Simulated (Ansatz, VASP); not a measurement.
## Two plane-wave programs on HfO2

POSCAR

```
HfO2
1.0
    0.0000000000      2.1567643986      2.1567643986
    2.1567643986      0.0000000000      2.1567643986
    2.1567643986      2.1567643986      0.0000000000
Hf O
1 2
Direct
    0.0000000000      0.0000000000      0.0000000000
    0.2500000000      0.2500000000      0.2500000000
    0.7500000000      0.7500000000      0.7500000000
```

File INCAR.step1:

```
SYSTEM = HfO2
PREC     = Accurate       ! precision mode
ENCUT    = 520            ! plane-wave cutoff, eV
ISMEAR   = -1             ! smearing method
SIGMA    = 0.1            ! smearing width, eV
LREAL    = .False.        ! projectors in reciprocal space
LASPH    = .True.         ! aspherical terms in the spheres
NELM     = 80             ! most SCF steps
NBANDS   = 18             ! bands
GGA      = PE             ! functional
ALGO     = Normal         ! electronic algorithm
EDIFF    = 1E-4           ! SCF threshold, eV
LWAVE    = .True.         ! write WAVECAR
LCHARG   = .False.        ! write CHGCAR
```

INCAR.step2

```
SYSTEM = HfO2
PREC     = Accurate       ! precision mode
ENCUT    = 520            ! plane-wave cutoff, eV
EDIFF    = 1E-6           ! SCF threshold, eV
ISMEAR   = -1             ! smearing method
SIGMA    = 0.1            ! smearing width, eV
LREAL    = .False.        ! projectors in reciprocal space
LASPH    = .True.         ! aspherical terms in the spheres
NELM     = 80             ! most SCF steps
ALGO     = Normal         ! electronic algorithm
ISIF     = 2              ! what is computed and relaxed
LWAVE    = .False.        ! write WAVECAR
LCHARG   = .False.        ! write CHGCAR
METAGGA  = R2SCAN         ! meta-GGA
LMIXTAU  = .True.       
NBANDS   = 18             ! bands
ISTART   = 1
```

File KPOINTS:

```
regular mesh
0
Gamma
  11 11 11
  0 0 0
```

Input for Ansatz:

```yaml
crystal:
  lattice:
    - [0.0, 2.1567643986, 2.1567643986]
    - [2.1567643986, 0.0, 2.1567643986]
    - [2.1567643986, 2.1567643986, 0.0]
  atoms:
    - { symbol: Hf, position: [0.0, 0.0, 0.0] }
    - { symbol: O, position: [0.25, 0.25, 0.25] }
    - { symbol: O, position: [0.75, 0.75, 0.75] }
kpoints:
  mp_grid: { grid: [11, 11, 11] }
  band_path:
    path:
      - [0.0, 0.0, 0.0]
      - [0.5, 0.0, 0.5]
      - [0.625, 0.25, 0.625]
      - [0.375, 0.375, 0.75]
      - [0.0, 0.0, 0.0]
      - [0.5, 0.5, 0.5]
      - [0.5, 0.25, 0.75]
      - [0.5, 0.0, 0.5]
    npoints: 8
scf:
  occupations: { method: fermi_dirac, width: 0.1 }
hamiltonian:
  xc: r2scan
  pseudopotentials: { kind: paw }
output:
  forces: true
  stress: true
  eigenvalues: true
  populations: true
  dos: { projected: true, de: 0.2, e_range: [-14, 8] }
```

Change from the starting cell: volume scaled by 0.62, PAW files.

Alike in both runs: task single point; functional r2SCAN; k mesh 11 × 11 × 11; occupations fermi-dirac, width 0.1 eV; no spin polarisation.

|  | VASP | Ansatz |
| --- | --- | --- |
| version | VASP 6.6.1 | Ansatz 0.2.0 |
| potentials or method | VASP PAW PBE potentials, release 64 (Hf_pv, O) | PAW with Ansatz's default frozen-core files, scalar-relativistic |
| plane-wave cutoff (eV) | 520 | 500 |
| valence electrons in the cell | 22 | 38 |

```tsv
	VASP	Ansatz	Ansatz less VASP
gap on the k mesh at the Fermi level (eV)	5.28	4.92	-0.356
pressure (GPa)	338.7	345.2	+6.48
```

VASP's potentials were made for PBE, not for r2SCAN. Both programs put the cell under a high pressure, so it lies far from rest at this level. VASP's potentials hold 22 valence electrons a cell and Ansatz's 38, so a difference there can come from the potentials and not from the codes.

Neither program's run includes spin-orbit coupling. Noted on VASP's run: the cell as given lies far from equilibrium.
